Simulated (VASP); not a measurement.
# HfC (Fm-3m) in VASP: further runs

Runs on HfC. Level: PBE. Tasks: electric field gradients, density of states.

All numbers are computed with VASP 6.6.1; they aren't measurements. Logs are shortened: lines on timing, memory, paths and dates and some standing lists are left out, and cuts for length are marked.

## (1) The cell of the first run

It takes space group Fm-3m (No. 225, cubic). The conventional cell has a = 4.650 Å, b = 4.650 Å, c = 4.650 Å, α = 90.00°, β = 90.00°, γ = 90.00°. Hf (site symmetry m-3m) has 6 C at 2.33 Å within 3.1 Å. C (site symmetry m-3m) has 6 Hf at 2.33 Å within 3.1 Å.

## (2) Electric field gradients, PBE

Contents of INCAR:

```
PREC = Accurate ; ENCUT = 520
EDIFF = 1E-8 ; ISMEAR = -1
SIGMA = 0.05 ; LREAL = False
LASPH = True ; NELM = 100
ALGO = Normal ; ISIF = 2
LWAVE = False ; LCHARG = False
GGA = PE ; LEFG = True
NBANDS = 14
```

Contents of KPOINTS:

```
Automatic mesh
0
Gamma
  12 12 12
```

Contents of POSCAR:

```
HfC
1.0
    0.0000000000      2.3250000000      2.3250000000
    2.3250000000      0.0000000000      2.3250000000
    2.3250000000      2.3250000000      0.0000000000
Hf C
1 1
Direct
    0.5000000000      0.5000000000      0.5000000000
    0.0000000000      0.0000000000      0.0000000000
```

Potentials or basis: VASP PAW PBE potentials, release 64 (Hf_pv, C).

The run is started by

```console
cat potpaw_PBE.64/Hf_pv/POTCAR potpaw_PBE.64/C/POTCAR > POTCAR
mpirun -np 1 vasp_std > vasp.out
```

OUTCAR:

```text
PREC = Accurate
   ENCUT = 520
   EDIFF = 1E-8
   ISMEAR = -1
   LREAL = False
   LASPH = True
   NELM = 100
   ISIF = 2
   GGA = PE

 ion  position               nearest neighbor table
   1  0.500  0.500  0.500-   2 2.33   2 2.33   2 2.33   2 2.33   2 2.33   2 2.33
   2  0.000  0.000  0.000-   1 2.33   1 2.33   1 2.33   1 2.33   1 2.33   1 2.33

  LATTYP: Found a face centered cubic cell.
 ALAT       =     4.6500000000

  Lattice vectors:

 A1 = (   0.0000000000,   2.3250000000,   2.3250000000)
 A2 = (   2.3250000000,   0.0000000000,   2.3250000000)
 A3 = (   2.3250000000,   2.3250000000,   0.0000000000)

Analysis of symmetry for initial positions (statically):
=====================================================================
 Subroutine PRICEL returns:
 Original cell was already a primitive cell.

 Routine SETGRP: Setting up the symmetry group for a
 face centered cubic supercell.

 Subroutine GETGRP returns: Found 48 space group operations
 (whereof 48 operations were pure point group operations)
 out of a pool of 48 trial point group operations.

The static configuration has the point symmetry O_h .

Analysis of symmetry for dynamics (positions and initial velocities):
=====================================================================
 Subroutine PRICEL returns:
 Original cell was already a primitive cell.

 Routine SETGRP: Setting up the symmetry group for a
 face centered cubic supercell.

 Subroutine GETGRP returns: Found 48 space group operations
 (whereof 48 operations were pure point group operations)
 out of a pool of 48 trial point group operations.

The dynamic configuration has the point symmetry O_h .

 Subroutine INISYM returns: Found 48 space group operations
 (whereof 48 operations are pure point group operations),
 and found     1 'primitive' translations

----------------------------------------------------------------------------------------

                                     Primitive cell

  volume of cell :      25.1362

  direct lattice vectors                    reciprocal lattice vectors
     0.000000000  2.325000000  2.325000000    -0.215053763  0.215053763  0.215053763
     2.325000000  0.000000000  2.325000000     0.215053763 -0.215053763  0.215053763
     2.325000000  2.325000000  0.000000000     0.215053763  0.215053763 -0.215053763

  length of vectors
     3.288046533  3.288046533  3.288046533     0.372484045  0.372484045  0.372484045

  position of ions in fractional coordinates (direct lattice)
     0.500000000  0.500000000  0.500000000
     0.000000000  0.000000000  0.000000000

  ion indices of the primitive-cell ions
   primitive index   ion index
                 1           1
                 2           2

----------------------------------------------------------------------------------------

 KPOINTS: Automatic mesh

Automatic generation of k-mesh.
 Grid dimensions read from file:
 generate k-points for:   12   12   12

 Generating k-lattice:

  Cartesian coordinates                     Fractional coordinates (reciprocal lattice)
    -0.017921147  0.017921147  0.017921147     0.083333333  0.000000000  0.000000000
     0.017921147 -0.017921147  0.017921147     0.000000000  0.083333333  0.000000000
     0.017921147  0.017921147 -0.017921147     0.000000000  0.000000000  0.083333333

  Length of vectors
     0.031040337  0.031040337  0.031040337

  Shift w.r.t. Gamma in fractional coordinates (k-lattice)
     0.000000000  0.000000000  0.000000000

 Subroutine IBZKPT returns following result:
 ===========================================

 Found     72 irreducible k-points:

 Following reciprocal coordinates:
            Coordinates               Weight
  0.000000  0.000000  0.000000      1.000000
  0.083333  0.000000  0.000000      8.000000
  0.166667  0.000000  0.000000      8.000000
  0.250000  0.000000  0.000000      8.000000
  0.333333  0.000000  0.000000      8.000000
  0.416667  0.000000  0.000000      8.000000
[... 16 lines left out ...]
  0.500000  0.166667  0.000000     24.000000
 -0.416667  0.166667  0.000000     24.000000
 [... further k-points ...]
   k-points           NKPTS =     72   k-points in BZ     NKDIM =     72   number of bands    NBANDS=     14
   number of dos      NEDOS =    301   number of ions     NIONS =      2
   total plane-waves  NPLWV =  13824
   dimension x,y,z NGX =    24 NGY =   24 NGZ =   24
   dimension x,y,z NGXF=    48 NGYF=   48 NGZF=   48
   ions per type =               1   1
   NGX,Y,Z   is equivalent  to a cutoff of  12.13, 12.13, 12.13 a.u.
   NGXF,Y,Z  is equivalent  to a cutoff of  24.27, 24.27, 24.27 a.u.
 SYSTEM =  unknown system
   PREC   = accura    normal or accurate (medium, high low for compatibility)
   ISTART =      0    job   : 0-new  1-cont  2-samecut
   ICHARG =      2    charge: 1-file 2-atom 10-const
   ISPIN  =      1    spin polarized calculation?
   LNONCOLLINEAR =      F non collinear calculations
   LSORBIT =      F    spin-orbit coupling
   LASPH  =      T    aspherical Exc in radial PAW
   ENCUT  =  520.0 eV  38.22 Ry    6.18 a.u.   6.11  6.11  6.11*2*pi/ulx,y,z
   NELM   =    100;   NELMIN=  2; NELMDL= -5     # of ELM steps
   EDIFF  = 0.1E-07   stopping-criterion for ELM
   LREAL  =      F    real-space projection
   EDIFFG = 0.1E-06   stopping-criterion for IOM
   NSW    =      0    number of steps for IOM
   IBRION =     -1    ionic relax: 0-MD 1-quasi-New 2-CG
   NFREE  =      0    steps in history (QN), initial steepest desc. (CG)
   ISIF   =      2    stress and relaxation
   ISYM   =      2    0-nonsym 1-usesym 2-fastsym
   POTIM  = 0.5000    time-step for ionic-motion
   TEBEG  =    0.0;   TEEND  =   0.0 temperature during run
   PSTRESS=    0.0 pullay stress
   NELECT =      14.0000    total number of electrons
   NUPDOWN=      -1.0000    fix difference up-down
   EMIN   =  10.00;   EMAX   =-10.00  energy-range for DOS
   EFERMI =   0.00;   METHOD = LEGACY
   ISMEAR =    -1;   SIGMA  =   0.05  broadening in eV -4-tet -1-fermi 0-gaus
   EFERMI_NEDOS =   21; number of points for ismear=-14 and -15
   IALGO  =     38    algorithm
   IMIX   =      4    mixing-type and parameters
     AMIX     =   0.40;   BMIX     =  1.00
     AMIX_MAG =   1.60;   BMIX_MAG =  1.00
  volume/ion in A,a.u.               =      12.57        84.81
  Fermi-wavevector in a.u.,A,eV,Ry     =   1.346949  2.545365 24.684672  1.814272
  Thomas-Fermi vector in A             =   2.474740
   LORBIT       =      0    0 simple, 1 ext, 2 COOP (PROOUT), +10 PAW based schemes
   GGA     = PE    functional components
   LHFCALC =     F    Hartree Fock is set to
   AEXX    =    0.0000 exact exchange contribution
   IVDW    =     0    specifies the selected vdW correction
   LEPSILON=     F    determine dielectric tensor
   LRPA    =     F    only Hartree local field effects (RPA)
 non-spin polarized calculation
  energy-cutoff  :      520.00
  volume of cell :       25.14
 maximum number of plane-waves:       700
   NGX = 13   NGY = 13   NGZ = 13

 number of electron      14.0000000 magnetization

 Free energy of the ion-electron system (eV)
  ---------------------------------------------------
  ext. energy  EPLUGINS =         0.00000000
  ---------------------------------------------------
  free energy    TOTEN  =       -21.04707462 eV

  energy without entropy =      -21.04489420  energy(sigma->0) =      -21.04598441

 E-fermi :   5.9655     XC(G=0): -12.2853

 val. band max:        5.8684932956   @ k =   0.0833   0.0000   0.0000
 cond. band min:       6.0219387499   @ k =   0.4167   0.3333   0.0000
 fundamental gap:      0.1534454543
 Fermi energy:         5.9655288033

 k-point     1 :       0.0000    0.0000    0.0000
  band No.  band energies     occupation
      1     -23.6193      2.00000
      2     -23.6193      2.00000
      3     -23.6193      2.00000
      4      -6.3559      2.00000
      5       6.9532      0.00000
      6       6.9532      0.00000
      7       6.9532      0.00000
      8       7.3446      0.00000
      9       7.3446      0.00000
     10       7.3446      0.00000
     11       9.3438      0.00000
     12       9.3438      0.00000
     13      12.7815      0.00000
     14      16.9543      0.00000
[... 377 lines left out ...]
      1     -24.2267      2.00000
      2     -23.8111      2.00000
      3     -23.7129      2.00000
      4      -3.0118      2.00000
      5       0.5288      2.00000
      6       3.1694      2.00000
      7       3.2629      2.00000
      8      10.1778      0.00000
      9      10.9712      0.00000
     10      11.1681      0.00000
     11      14.5622      0.00000
     12      16.0089      0.00000
     13      16.8613      0.00000
     14      19.3719      0.00000

 [... further k-points ...]

------------------------ aborting loop because EDIFF is reached ----------------------------------------

  FORCE on cell =-STRESS in cart. coord.  units (eV):
  Direction    XX          YY          ZZ          XY          YZ          ZX
  --------------------------------------------------------------------------------------
  -------------------------------------------------------------------------------------
  Total       -0.0660666     -0.0660666     -0.0660666      0.0000000      0.0000000      0.0000000
  in kB       -4.2110843     -4.2110843     -4.2110843      0.0000000      0.0000000      0.0000000
  external PRESSURE =      -4.2110843 kB  Pullay stress =       0.0000000 kB

 VOLUME and BASIS-vectors are now :
 -----------------------------------------------------------------------------
  energy-cutoff  :      520.00
  volume of cell :       25.14
      direct lattice vectors                 reciprocal lattice vectors
     0.000000000  2.325000000  2.325000000    -0.215053763  0.215053763  0.215053763
     2.325000000  0.000000000  2.325000000     0.215053763 -0.215053763  0.215053763
     2.325000000  2.325000000  0.000000000     0.215053763  0.215053763 -0.215053763

 POSITION                                       TOTAL-FORCE (eV/Angst)
 -----------------------------------------------------------------------------------
      2.32500      2.32500      2.32500         0.000000      0.000000      0.000000
      0.00000      0.00000      0.00000         0.000000     -0.000000     -0.000000
 -----------------------------------------------------------------------------------
    total drift:                                0.000000     -0.000000      0.000000

  FREE ENERGIE OF THE ION-ELECTRON SYSTEM (eV)
  ---------------------------------------------------
  free  energy   TOTEN  =       -21.0470746164 eV

  energy  without entropy=      -21.0448941981  energy(sigma->0) =      -21.04598441

 Electric field gradients (V/A^2)
---------------------------------------------------------------------
 ion       V_xx      V_yy      V_zz      V_xy      V_xz      V_yz
---------------------------------------------------------------------
   1       0.000    -0.000    -0.000     0.000     0.000     0.000
   2      -0.000     0.000     0.000     0.000     0.000     0.000
---------------------------------------------------------------------

 Electric field gradients after diagonalization (V/A^2)
 (convention: |V_zz| > |V_xx| > |V_yy|)
----------------------------------------------------------------------
 ion       V_xx      V_yy      V_zz     asymmetry (V_yy - V_xx)/ V_zz
----------------------------------------------------------------------
   1      -0.000    -0.000     0.000       0.000
   2      -0.000    -0.000     0.001       0.000
----------------------------------------------------------------------

           NMR quadrupolar parameters

 Cq : quadrupolar parameter    Cq=e*Q*V_zz/h
 eta: asymmetry parameters     (V_yy - V_xx)/ V_zz
 Q  : nuclear electric quadrupole moment in mb (millibarn)
----------------------------------------------------------------------
 ion       Cq(MHz)       eta       Q (mb)
----------------------------------------------------------------------
   1       0.000       0.000       1.000
   2       0.000       0.000       1.000
----------------------------------------------------------------------
```

Wall time 14 s (1 thread of Intel Xeon Platinum 8375C at 2.90GHz (Ice Lake), shared host); peak memory 0.15 GiB.

What came out:

| Property | Result |
| --- | --- |
| Free energy | -21.0471 eV |
| Pressure | -0.4 GPa |
| Band gap on the k mesh | zero (band 7 reaches 6.95 eV, above the bottom of band 8 at 5.53 eV) |

Caveat: without QUAD_EFG the Cq values of the log hold for a quadrupole moment of 1 mb, not for the nuclei; spin-orbit coupling is left out, which moves the levels of the heavy elements.

## (3) Electric field gradients, PBE (volume scaled by 1.03)

Contents of INCAR:

```
SYSTEM = HfC
PREC = Accurate ; ENCUT = 520
EDIFF = 1E-8 ; ISMEAR = -1
SIGMA = 0.05 ; LREAL = .False.
LASPH = .True. ; NELM = 80
ALGO = Normal ; ISIF = 2
LWAVE = .False. ; LCHARG = .False.
GGA = PE ; LEFG = .True.
NBANDS = 14
```

Contents of KPOINTS:

```
regular mesh
0
Gamma
  12 12 12
  0 0 0
```

Contents of POSCAR:

```
HfC
1.0
    0.0000000000      2.3480212992      2.3480212992
    2.3480212992      0.0000000000      2.3480212992
    2.3480212992      2.3480212992      0.0000000000
Hf C
1 1
Direct
    0.5000000000      0.5000000000      0.5000000000
    0.0000000000      0.0000000000      0.0000000000
```

Potentials or basis: VASP PAW PBE potentials, release 64 (Hf_pv, C).

The run is started by

```console
cat potpaw_PBE.64/Hf_pv/POTCAR potpaw_PBE.64/C/POTCAR > POTCAR
mpirun -np 1 vasp_std > vasp.out
```

OUTCAR:

```text
SYSTEM = HfC
   PREC = Accurate
   ENCUT = 520
   EDIFF = 1E-8
   ISMEAR = -1
   LREAL = .False.
   LASPH = .True.
   NELM = 80
   ISIF = 2
   GGA = PE

 ion  position               nearest neighbor table
   1  0.500  0.500  0.500-   2 2.35   2 2.35   2 2.35   2 2.35   2 2.35   2 2.35
   2  0.000  0.000  0.000-   1 2.35   1 2.35   1 2.35   1 2.35   1 2.35   1 2.35

  LATTYP: Found a face centered cubic cell.
 ALAT       =     4.6960425984

  Lattice vectors:

 A1 = (   0.0000000000,   2.3480212992,   2.3480212992)
 A2 = (   2.3480212992,   0.0000000000,   2.3480212992)
 A3 = (   2.3480212992,   2.3480212992,   0.0000000000)

Analysis of symmetry for initial positions (statically):
=====================================================================
 Subroutine PRICEL returns:
 Original cell was already a primitive cell.

 Routine SETGRP: Setting up the symmetry group for a
 face centered cubic supercell.

[... 597 lines left out ...]
      direct lattice vectors                 reciprocal lattice vectors
     0.000000000  2.348021299  2.348021299    -0.212945257  0.212945257  0.212945257
     2.348021299  0.000000000  2.348021299     0.212945257 -0.212945257  0.212945257
     2.348021299  2.348021299  0.000000000     0.212945257  0.212945257 -0.212945257

 POSITION                                       TOTAL-FORCE (eV/Angst)
 -----------------------------------------------------------------------------------
      2.34802      2.34802      2.34802         0.000000      0.000000      0.000000
      0.00000      0.00000      0.00000        -0.000000     -0.000000     -0.000000
 -----------------------------------------------------------------------------------
    total drift:                                0.000000      0.000000      0.000000

  FREE ENERGIE OF THE ION-ELECTRON SYSTEM (eV)
  ---------------------------------------------------
  free  energy   TOTEN  =       -21.0292836607 eV

  energy  without entropy=      -21.0271396811  energy(sigma->0) =      -21.02821167

 Electric field gradients (V/A^2)
---------------------------------------------------------------------
 ion       V_xx      V_yy      V_zz      V_xy      V_xz      V_yz
---------------------------------------------------------------------
   1       0.000    -0.000     0.000    -0.000    -0.000    -0.000
   2      -0.000     0.000     0.000    -0.000    -0.000    -0.000
---------------------------------------------------------------------

 Electric field gradients after diagonalization (V/A^2)
 (convention: |V_zz| > |V_xx| > |V_yy|)
----------------------------------------------------------------------
 ion       V_xx      V_yy      V_zz     asymmetry (V_yy - V_xx)/ V_zz
----------------------------------------------------------------------
   1       0.000     0.000    -0.000       0.000
   2       0.000     0.000    -0.000       0.000
----------------------------------------------------------------------

           NMR quadrupolar parameters

 Cq : quadrupolar parameter    Cq=e*Q*V_zz/h
 eta: asymmetry parameters     (V_yy - V_xx)/ V_zz
 Q  : nuclear electric quadrupole moment in mb (millibarn)
----------------------------------------------------------------------
 ion       Cq(MHz)       eta       Q (mb)
----------------------------------------------------------------------
   1      -0.000       0.000       1.000
   2      -0.000       0.000       1.000
----------------------------------------------------------------------
```

Wall time 26 s (1 thread of Intel Xeon Platinum 8375C at 2.90GHz (Ice Lake), shared host); peak memory 0.17 GiB.

Results:

```
Free energy            : -21.0293 eV
Pressure               : -7.1 GPa
Band gap on the k mesh : zero (band 7 reaches 6.71 eV, above the bottom of band 8 at 5.31 eV)
```

Caveat: without QUAD_EFG the Cq values of the log hold for a quadrupole moment of 1 mb, not for the nuclei; spin-orbit coupling is left out, which moves the levels of the heavy elements.

(Continued in part 2 of 2.)
